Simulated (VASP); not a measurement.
A run of VASP 6.6.1 is set up as follows.

INCAR

```
PREC = Accurate
ENCUT = 520
EDIFF = 1E-6
ISMEAR = 0
SIGMA = 0.1
LREAL = False
LASPH = True
NELM = 60
ALGO = Normal
ISIF = 2
LWAVE = False
LCHARG = False
LDIPOL = True
IDIPOL = 3
DIPOL = 0.5 0.5 0.312
GGA = PE
IVDW = 12
NBANDS = 32
```

The input KPOINTS:

```
regular mesh
0
Gamma
  6 6 1
```

Contents of POSCAR:

```
Ti2Al6H
1.0
    5.0241861190      0.0000000000      0.0000000000
    2.1588814530      4.5367033218      0.0000000000
    0.0000000000      0.0000000000     21.2187109014
Al Ti H
6 2 1
Direct
    0.5000000000      0.0000000000      0.1885128658
    0.0000000000      0.5000000000      0.1885128658
    0.0000000000      0.0000000000      0.2517328341
    0.0000000000      0.5000000000      0.3193548961
    0.5000000000      0.0000000000      0.3193548961
    0.5000000000      0.5000000000      0.3826203646
    0.5000000000      0.5000000000      0.2517328341
    0.0000000000      0.0000000000      0.3797002555
    0.5000000000      0.8333333333      0.5287178356
```

Potentials or basis: VASP PAW PBE potentials, release 64 (Al, Ti_sv, H).

Launch:

```bash
$ cat potpaw_PBE.64/Al/POTCAR potpaw_PBE.64/Ti_sv/POTCAR potpaw_PBE.64/H/POTCAR > POTCAR
$ mpirun -np 1 vasp_std > vasp.out
```

What does it give for the dispersion energy per atom?

-0.225 eV.

What does it give for the band gap on the k mesh?

Zero (an odd number of electrons rules out a gap without spin polarisation).

What does it give for the largest force?

0.811 eV/Å.

Forces in eV/Å, atoms in the order of the input:
```
Al   0.004 -0.053  0.507
Al  -0.041  0.018  0.523
Al  -0.013  0.011 -0.569
Al   0.042 -0.006  0.033
Al   0.003  0.021 -0.085
Al   0.017  0.066  0.249
Ti   0.035  0.051 -0.465
Ti   0.103 -0.039  0.600
H   -0.151 -0.068 -0.794
```
